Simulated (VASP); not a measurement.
A run of VASP 6.6.1:

The input POSCAR:

```
ScAl7N8
1.0
    3.1667500000      0.0000000000      5.0217500000
    3.1667500000      0.0000000000     -5.0217500000
   -3.1667500000      5.4849718949      0.0000000000
Sc Al N
1 7 8
Direct
    0.1666666700      0.1666666700      0.3333333300
    0.1666666700      0.1666666700      0.8333333300
    0.6666666700      0.6666666700      0.3333333300
    0.6666666700      0.6666666700      0.8333333300
    0.0833333300      0.5833333300      0.1666666700
    0.5833333300      0.0833333300      0.1666666700
    0.0833333300      0.5833333300      0.6666666700
    0.5833333300      0.0833333300      0.6666666700
    0.3576666700      0.9756666700      0.3333333300
    0.8576666700      0.4756666700      0.3333333300
    0.3576666700      0.9756666700      0.8333333300
    0.8576666700      0.4756666700      0.8333333300
    0.2743333300      0.3923333300      0.1666666700
    0.2743333300      0.3923333300      0.6666666700
    0.7743333300      0.8923333300      0.1666666700
    0.7743333300      0.8923333300      0.6666666700
```

Contents of INCAR.step1:

```
PREC = Accurate ; ENCUT = 520
ISMEAR = 0 ; SIGMA = 0.1
LREAL = Auto ; LASPH = True
NELM = 80 ; NBANDS = 50
GGA = PE ; ALGO = Normal
EDIFF = 1E-4 ; LWAVE = True
LCHARG = False
```

File INCAR.step2:

```
PREC = Accurate ; ENCUT = 520
EDIFF = 1E-6 ; ISMEAR = 0
SIGMA = 0.1 ; LREAL = Auto
LASPH = True ; NELM = 80
ALGO = Normal ; ISIF = 2
LWAVE = False ; LCHARG = False
METAGGA = R2SCAN ; LMIXTAU = True
NBANDS = 50 ; ISTART = 1
```

Contents of KPOINTS:

```
Automatic mesh
0
Gamma
  4 4 4
```

Potentials or basis: VASP PAW PBE potentials, release 64 (Sc_sv, Al, N).

Launch:

```bash
$ cat potpaw_PBE.64/Sc_sv/POTCAR potpaw_PBE.64/Al/POTCAR potpaw_PBE.64/N/POTCAR > POTCAR
$ cp INCAR.step1 INCAR
$ mpirun -np 1 vasp_std > vasp.out
$ cp INCAR.step2 INCAR
$ mpirun -np 1 vasp_std > vasp.out
```

Hardware: 1 thread of Intel(R) Xeon(R) 6975P-C (Granite Rapids), with other jobs on the host.

Task: How long does it take, and how much memory?

Result: It took 9.7 min on 1 thread of Intel(R) Xeon(R) 6975P-C (Granite Rapids) (shared host), peak memory 0.43 GiB. Counts: k points 24.
